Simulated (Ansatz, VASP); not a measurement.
## HfCl7 in VASP and in Ansatz

```
Hf Cl
1.0
     0.00000    4.28752    4.28752
     4.28752    0.00000    4.28752
     4.28752    4.28752    0.00000
Hf Cl
1 7
Cartesian
  0.0000 0.0000 0.0000
  4.2875 4.2875 4.2875
  2.1438 2.1438 0.0000
  2.1438 4.2875 2.1438
  4.2875 2.1438 2.1438
  2.1438 2.1438 4.2875
  2.1438 0.0000 2.1438
  0.0000 2.1438 2.1438
```

Change from the starting cell: species swapped into the LiPd7 type (Fm-3m, No. 225).

Alike in both runs: functional PBE; k mesh 4 × 4 × 4; occupations gaussian, width 0.1 eV; no spin polarisation.

Ansatz relaxed the structure, and its values are those at the end. VASP's run is a single point on that final structure, the one shown.

```csv
,VASP,Ansatz
version,VASP 6.6.1,Ansatz 0.2.0
potentials or method,"VASP PAW PBE potentials, release 64 (Hf_pv, Cl), cutoff 520 eV","scalar-relativistic, plane waves, PAW"
valence electrons in the cell,59,75
```

|  | VASP | Ansatz | Ansatz less VASP |
| --- | --- | --- | --- |
| gap on the k mesh at the Fermi level (eV) | none | none | - |
| pressure (GPa) | -0.3 | 0.0 | +0.32 |

A gap of «none» marks a metal or a gap that the smearing closes. VASP's potentials hold 59 valence electrons a cell and Ansatz's 75, so a difference there can come from the potentials and not from the codes.

Spin-orbit coupling is off throughout.
